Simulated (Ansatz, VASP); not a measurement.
## One calculation of CdS, two programs

```
Cd S
1.0
     0.00000    2.77148    2.77148
     2.77148    0.00000    2.77148
     2.77148    2.77148    0.00000
Cd S
1 1
Direct
  0.00000 0.00000 0.00000
  0.50000 0.50000 0.50000
```

Alike in both runs: task single point; functional PBEsol; k mesh 8 × 8 × 8; occupations fermi-dirac, width 0.05 eV; no spin polarisation.

|  | VASP | Ansatz |
| --- | --- | --- |
| version | VASP 6.6.1 | Ansatz 0.2.0 |
| potentials or method | VASP PAW PBE potentials, release 64 (Cd, S) | Ansatz PAW |
| plane-wave cutoff (eV) | 520 | 420 |
| valence electrons in the cell | 18 | 26 |

|  | VASP | Ansatz | Ansatz less VASP |
| --- | --- | --- | --- |
| pressure (GPa) | -5.2 | -5.6 | -0.39 |

VASP's potentials were made for PBE, not for PBEsol. The functional is the same, so the differences come from potentials, cutoffs and numerics. VASP's potentials hold 18 valence electrons a cell and Ansatz's 26, so a difference there can come from the potentials and not from the codes.
